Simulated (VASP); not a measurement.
# SnSe (I4/mmm) in VASP: a series of runs, part 2 of 2

VASP 6.6.1.

### Step 4. Single point, PBE+D3(BJ)

This run uses another cell than the first one, of the same volume but with other edges.

The input, INCAR:

```
SYSTEM = SnSe
PREC = Accurate ; ENCUT = 520
EDIFF = 1E-7 ; ISMEAR = 0
SIGMA = 0.05 ; LREAL = .False.
LASPH = .True. ; NELM = 60
ALGO = Normal ; ISIF = 2
LWAVE = .False. ; LCHARG = .False.
GGA = PE ; IVDW = 12
NBANDS = 17
```

The input, KPOINTS:

```
regular mesh
0
Gamma
  12 12 12
  0 0 0
```

The input, POSCAR:

```
SnSe
1.0
    0.0000000000      3.0948330053      2.8472463649
    3.0948330053      0.0000000000      2.8472463649
    3.0948330053      3.0948330053      0.0000000000
Sn Se
1 1
Direct
    0.0000000000      0.0000000000      0.0000000000
    0.5000000000      0.5000000000      0.5000000000
```

Potentials or basis: VASP PAW PBE potentials, release 64 (Sn_d, Se).

Run with:

```sh
> cat potpaw_PBE.64/Sn_d/POTCAR potpaw_PBE.64/Se/POTCAR > POTCAR
> mpirun -np 1 vasp_std > vasp.out
```

OUTCAR:

```text
SYSTEM = SnSe
   PREC = Accurate
   ENCUT = 520
   EDIFF = 1E-7
   ISMEAR = 0
   LREAL = .False.
   LASPH = .True.
   NELM = 60
   ISIF = 2
   GGA = PE
   IVDW = 12
 IVDW          = 12

 ion  position               nearest neighbor table
   1  0.000  0.000  0.000-   2 2.85   2 2.85   2 3.09   2 3.09   2 3.09   2 3.09
   2  0.500  0.500  0.500-   1 2.85   1 2.85   1 3.09   1 3.09   1 3.09   1 3.09

  LATTYP: Found a body centered tetragonal cell.
 ALAT       =     4.3767548094
 C/A-ratio  =     1.3010764774

  Lattice vectors:

 A1 = (   0.0000000000,  -3.0948330053,  -2.8472463649)
 A2 = (   0.0000000000,   3.0948330053,  -2.8472463649)
 A3 = (   3.0948330053,   0.0000000000,   2.8472463649)

Analysis of symmetry for initial positions (statically):
=====================================================================
 Subroutine PRICEL returns:
 Original cell was already a primitive cell.

 Routine SETGRP: Setting up the symmetry group for a
 body centered tetragonal supercell.

 Subroutine GETGRP returns: Found 16 space group operations
 (whereof 16 operations were pure point group operations)
 out of a pool of 16 trial point group operations.

The static configuration has the point symmetry D_4h.

Analysis of symmetry for dynamics (positions and initial velocities):
=====================================================================
 Subroutine PRICEL returns:
 Original cell was already a primitive cell.

 Routine SETGRP: Setting up the symmetry group for a
 body centered tetragonal supercell.

 Subroutine GETGRP returns: Found 16 space group operations
 (whereof 16 operations were pure point group operations)
 out of a pool of 16 trial point group operations.

The dynamic configuration has the point symmetry D_4h.

 Subroutine INISYM returns: Found 16 space group operations
 (whereof 16 operations are pure point group operations),
 and found     1 'primitive' translations

----------------------------------------------------------------------------------------

                                     Primitive cell

  volume of cell :      54.5418

  direct lattice vectors                    reciprocal lattice vectors
     0.000000000  3.094833005  2.847246365    -0.161559606  0.161559606  0.175608267
     3.094833005  0.000000000  2.847246365     0.161559606 -0.161559606  0.175608267
     3.094833005  3.094833005  0.000000000     0.161559606  0.161559606 -0.175608267

  length of vectors
     4.205330331  4.205330331  4.376754809     0.288168832  0.288168832  0.288168832

  position of ions in fractional coordinates (direct lattice)
     0.000000000  0.000000000  0.000000000
     0.500000000  0.500000000  0.500000000

  ion indices of the primitive-cell ions
   primitive index   ion index
                 1           1
                 2           2

----------------------------------------------------------------------------------------

 KPOINTS: regular mesh

Automatic generation of k-mesh.
 Grid dimensions read from file:
 generate k-points for:   12   12   12

 Generating k-lattice:

  Cartesian coordinates                     Fractional coordinates (reciprocal lattice)
    -0.013463300  0.013463300  0.014634022     0.083333333  0.000000000  0.000000000
     0.013463300 -0.013463300  0.014634022     0.000000000  0.083333333  0.000000000
     0.013463300  0.013463300 -0.014634022     0.000000000  0.000000000  0.083333333

  Length of vectors
     0.024014069  0.024014069  0.024014069

  Shift w.r.t. Gamma in fractional coordinates (k-lattice)
     0.000000000  0.000000000  0.000000000

 Subroutine IBZKPT returns following result:
 ===========================================

 Found    163 irreducible k-points:

 Following reciprocal coordinates:
            Coordinates               Weight
  0.000000  0.000000  0.000000      1.000000
  0.083333 -0.000000  0.000000      8.000000
  0.166667 -0.000000  0.000000      8.000000
  0.250000  0.000000  0.000000      8.000000
  0.333333  0.000000  0.000000      8.000000
  0.416667 -0.000000  0.000000      8.000000
[... 16 lines left out ...]
  0.500000  0.166667  0.000000      8.000000
 -0.416667  0.166667  0.000000      8.000000
 [... further k-points ...]
   k-points           NKPTS =    163   k-points in BZ     NKDIM =    163   number of bands    NBANDS=     17
   number of dos      NEDOS =    301   number of ions     NIONS =      2
   total plane-waves  NPLWV =  36864
   dimension x,y,z NGX =    32 NGY =   32 NGZ =   36
   dimension x,y,z NGXF=    64 NGYF=   64 NGZF=   72
   ions per type =               1   1
   NGX,Y,Z   is equivalent  to a cutoff of  12.65, 12.65, 13.67 a.u.
   NGXF,Y,Z  is equivalent  to a cutoff of  25.30, 25.30, 27.35 a.u.
 SYSTEM =  SnSe
   PREC   = accura    normal or accurate (medium, high low for compatibility)
   ISTART =      0    job   : 0-new  1-cont  2-samecut
   ICHARG =      2    charge: 1-file 2-atom 10-const
   ISPIN  =      1    spin polarized calculation?
   LNONCOLLINEAR =      F non collinear calculations
   LSORBIT =      F    spin-orbit coupling
   LASPH  =      T    aspherical Exc in radial PAW
   ENCUT  =  520.0 eV  38.22 Ry    6.18 a.u.   7.82  7.82  8.14*2*pi/ulx,y,z
   NELM   =     60;   NELMIN=  2; NELMDL= -5     # of ELM steps
   EDIFF  = 0.1E-06   stopping-criterion for ELM
   LREAL  =      F    real-space projection
   EDIFFG = 0.1E-05   stopping-criterion for IOM
   NSW    =      0    number of steps for IOM
   IBRION =     -1    ionic relax: 0-MD 1-quasi-New 2-CG
   NFREE  =      0    steps in history (QN), initial steepest desc. (CG)
   ISIF   =      2    stress and relaxation
   ISYM   =      2    0-nonsym 1-usesym 2-fastsym
   POTIM  = 0.5000    time-step for ionic-motion
   TEBEG  =    0.0;   TEEND  =   0.0 temperature during run
   PSTRESS=    0.0 pullay stress
   NELECT =      20.0000    total number of electrons
   NUPDOWN=      -1.0000    fix difference up-down
   EMIN   =  10.00;   EMAX   =-10.00  energy-range for DOS
   EFERMI =   0.00;   METHOD = LEGACY
   ISMEAR =     0;   SIGMA  =   0.05  broadening in eV -4-tet -1-fermi 0-gaus
   EFERMI_NEDOS =   21; number of points for ismear=-14 and -15
   IALGO  =     38    algorithm
   IMIX   =      4    mixing-type and parameters
     AMIX     =   0.40;   BMIX     =  1.00
     AMIX_MAG =   1.60;   BMIX_MAG =  1.00
  volume/ion in A,a.u.               =      27.27       184.03
  Fermi-wavevector in a.u.,A,eV,Ry     =   1.171768  2.214321 18.681350  1.373040
  Thomas-Fermi vector in A             =   2.308207
   LORBIT       =      0    0 simple, 1 ext, 2 COOP (PROOUT), +10 PAW based schemes
   GGA     = PE    functional components
   LHFCALC =     F    Hartree Fock is set to
   AEXX    =    0.0000 exact exchange contribution
   IVDW    =    12    specifies the selected vdW correction
   LEPSILON=     F    determine dielectric tensor
   LRPA    =     F    only Hartree local field effects (RPA)
 non-spin polarized calculation
 Gauss-broadening in eV      SIGMA  =   0.05
  energy-cutoff  :      520.00
  volume of cell :       54.54
 maximum number of plane-waves:      1494
   NGX = 15   NGY = 15   NGZ = 17

 number of electron      20.0000002 magnetization

 Free energy of the ion-electron system (eV)
  ---------------------------------------------------
  ext. energy  EPLUGINS =         0.00000000
  ---------------------------------------------------
  free energy    TOTEN  =        -8.10433607 eV

  energy without entropy =       -8.10421820  energy(sigma->0) =       -8.10427713

 E-fermi :   5.8593     XC(G=0):  -9.5869

 val. band max:        5.7962291937   @ k =  -0.4167   0.0000   0.0833
 cond. band min:       5.9177209289   @ k =  -0.4167   0.0833   0.0000
 fundamental gap:      0.1214917352
 Fermi energy:         5.8592976395

 k-point     1 :       0.0000    0.0000    0.0000
  band No.  band energies     occupation
      1     -16.0310      2.00000
      2     -16.0308      2.00000
      3     -16.0047      2.00000
      4     -16.0047      2.00000
      5     -15.9983      2.00000
      6      -8.3053      2.00000
[... 9 lines left out ...]
     16      11.8961      0.00000
     17      13.1545      0.00000
[... 441 lines left out ...]
 k-point    24 :      -0.4167    0.1667    0.0000
  band No.  band energies     occupation
      1     -16.0309      2.00000
      2     -16.0300      2.00000
      3     -16.0112      2.00000
      4     -15.9946      2.00000
      5     -15.9911      2.00000
      6      -7.2785      2.00000
[... 9 lines left out ...]
     16      14.6595      0.00000
     17      17.3619      0.00000

 [... further k-points ...]

------------------------ aborting loop because EDIFF is reached ----------------------------------------

 Edisp (eV)   -0.70629

 E8    (eV) :    -0.3183

  FORCE on cell =-STRESS in cart. coord.  units (eV):
  Direction    XX          YY          ZZ          XY          YZ          ZX
  --------------------------------------------------------------------------------------
  -------------------------------------------------------------------------------------
  Total      -1.35707    -1.35707     2.67172     0.00000    -0.00000     0.00000
  in kB     -39.86424   -39.86424    78.48226     0.00000    -0.00000     0.00000
  external pressure =       -0.42 kB  Pullay stress =        0.00 kB

 VOLUME and BASIS-vectors are now :
 -----------------------------------------------------------------------------
  energy-cutoff  :      520.00
  volume of cell :       54.54
      direct lattice vectors                 reciprocal lattice vectors
     0.000000000  3.094833005  2.847246365    -0.161559606  0.161559606  0.175608267
     3.094833005  0.000000000  2.847246365     0.161559606 -0.161559606  0.175608267
     3.094833005  3.094833005  0.000000000     0.161559606  0.161559606 -0.175608267

 POSITION                                       TOTAL-FORCE (eV/Angst)
 -----------------------------------------------------------------------------------
      0.00000      0.00000      0.00000         0.000000     -0.000000      0.000000
      3.09483      3.09483      2.84725        -0.000000      0.000000      0.000000
 -----------------------------------------------------------------------------------
    total drift:                                0.000000     -0.000000     -0.000000

  FREE ENERGIE OF THE ION-ELECTRON SYSTEM (eV)
  ---------------------------------------------------
  free  energy   TOTEN  =        -8.8106254733 eV

  energy  without entropy=       -8.8105075979  energy(sigma->0) =       -8.81056654
```

OSZICAR:

```text
N       E                     dE             d eps       ncg     rms          rms(c)
DAV:   1     0.134857164968E+03    0.13486E+03   -0.97936E+03  5574   0.143E+03
DAV:   2     0.469799023303E+01   -0.13016E+03   -0.12644E+03  5970   0.353E+02
DAV:   3    -0.796375102542E+01   -0.12662E+02   -0.12513E+02  6777   0.946E+01
DAV:   4    -0.829122215469E+01   -0.32747E+00   -0.32719E+00  6662   0.162E+01
DAV:   5    -0.830043107624E+01   -0.92089E-02   -0.92085E-02  7886   0.266E+00    0.321E+00
DAV:   6    -0.810504059105E+01    0.19539E+00   -0.46979E-01  8016   0.394E+00    0.190E+00
DAV:   7    -0.810239246700E+01    0.26481E-02   -0.88547E-02  6413   0.139E+00    0.935E-01
DAV:   8    -0.810443422463E+01   -0.20418E-02   -0.95174E-03  6740   0.877E-01    0.112E-01
DAV:   9    -0.810425477837E+01    0.17945E-03   -0.15318E-03  7968   0.318E-01    0.527E-02
DAV:  10    -0.810432807314E+01   -0.73295E-04   -0.18758E-04  6418   0.777E-02    0.136E-02
DAV:  11    -0.810433588140E+01   -0.78083E-05   -0.20859E-05  7254   0.371E-02    0.324E-03
DAV:  12    -0.810433615795E+01   -0.27656E-06   -0.15471E-06  7053   0.122E-02    0.170E-03
DAV:  13    -0.810433607063E+01    0.87323E-07   -0.90745E-08  5583   0.241E-03
   1 F= -.88106255E+01 E0= -.88105665E+01  d E =-.117875E-03
```

It took 3.3 min on 1 thread of Intel Xeon 8259CL, shared host; peak memory 0.31 GiB.

What came out:

```
Free energy                : -8.8106 eV
Pressure                   : 0.0 GPa
Band gap on the k mesh     : 0.12 eV (least direct gap 0.14 eV)
Dispersion energy per atom : -0.353 eV
```

Caveat: the stress differs along the axes, from -4 to 8 GPa; semilocal functionals underestimate gaps, and a narrow one can read as zero; spin-orbit coupling is left out, which moves the levels of the heavy elements. A k mesh can miss the band edges.

### Step 5. Single point, PBE+D3(BJ)

This run uses another cell than the first one, of the same volume but with other edges.

The input, INCAR:

```
PREC = Accurate
ENCUT = 520
EDIFF = 1E-6
ISMEAR = 0
SIGMA = 0.05
LREAL = False
LASPH = True
NELM = 80
ALGO = Normal
ISIF = 2
LWAVE = False
LCHARG = False
GGA = PE
IVDW = 12
NBANDS = 17
```

The input, KPOINTS:

```
regular mesh
0
Gamma
  12 12 12
```

The input, POSCAR:

```
SnSe
1.0
    0.0000000000      3.0512380011      2.9291884811
    3.0512380011      0.0000000000      2.9291884811
    3.0512380011      3.0512380011      0.0000000000
Sn Se
1 1
Direct
    0.0000000000      0.0000000000      0.0000000000
    0.5000000000      0.5000000000      0.5000000000
```

Run with:

```sh
> cat potpaw_PBE.64/Sn_d/POTCAR potpaw_PBE.64/Se/POTCAR > POTCAR
> mpirun -np 1 vasp_std > vasp.out
```

It took 2.6 min on 1 thread of Intel Xeon 8259CL, shared host; peak memory 0.3 GiB.

Results (log left out):

```
Free energy                : -8.8933 eV
Pressure                   : -0.8 GPa
Band gap on the k mesh     : 0.31 eV (least direct gap 0.34 eV)
Dispersion energy per atom : -0.353 eV
```

Stress tensor (GPa, compression positive):
```
-2.64  0.00  0.00
 0.00 -2.64  0.00
 0.00  0.00  2.77
```

Levels at points of the mesh, in eV from the valence-band top:
| k point | band 6 | band 7 | band 8 | band 9 | band 10 | band 11 | band 12 | band 13 | band 14 | band 15 |
| --- | --- | --- | --- | --- | --- | --- | --- | --- | --- | --- |
| (0.00, 0.00, 0.00) | -13.92 | -5.10 | -2.51 | -2.10 | -2.10 | 3.96 | 3.96 | 4.95 | 5.73 | 5.73 |
| (0.50, 0.00, 0.00) | -12.98 | -8.10 | -2.03 | -1.96 | -0.06 | 0.57 | 1.10 | 1.34 | 8.20 | 9.88 |
| (0.50, 0.50, 0.00) | -12.61 | -6.15 | -5.57 | -3.74 | -3.74 | 2.90 | 5.17 | 5.17 | 6.31 | 10.40 |
| (0.50, 0.00, 0.50) | -12.75 | -5.99 | -5.49 | -3.88 | -3.42 | 3.03 | 4.88 | 5.75 | 5.90 | 10.22 |

Caveat: the stress differs along the axes, from -3 to 3 GPa; semilocal functionals underestimate gaps, and a narrow one can read as zero; spin-orbit coupling is left out, which moves the levels of the heavy elements. A k mesh can miss the band edges.

### Step 6. Overview

```tsv
cell	gap on the mesh (eV)	pressure (GPa)
a = 4.144, b = 4.144, c = 4.914 Å, angles 53.6, 53.6, 72.7°, 2 atoms	none	24.4
a = 4.740, b = 4.740, c = 3.719 Å, angles 66.9, 66.9, 46.2°, 2 atoms	none	13.0
a = 4.205, b = 4.205, c = 4.377 Å, angles 58.6, 58.6, 62.7°, 2 atoms	0.12	0.0
a = 4.230, b = 4.230, c = 4.315 Å, angles 59.3, 59.3, 61.3°, 2 atoms	0.31	-0.8
```

Alike in all rows: task single point; level PBE+D3(BJ); potentials or basis VASP PAW PBE potentials, release 64 (Sn_d, Se); no spin polarisation; k mesh 12 × 12 × 12; cutoff (eV) 520; smearing gaussian 0.05 eV.

Caveats: spin-orbit coupling is left out, which moves the levels of the heavy elements; semilocal functionals underestimate gaps, and a narrow one can read as zero (at least some runs); the stress differs along the axes, from -1 to 75 GPa (at least some runs); the stress differs along the axes, from -4 to 22 GPa (at least some runs); the stress differs along the axes, from -4 to 8 GPa (at least some runs); the stress differs along the axes, from -3 to 3 GPa (at least some runs).

Total energies depend on the potentials used, so only differences within one code and one set of settings carry meaning.
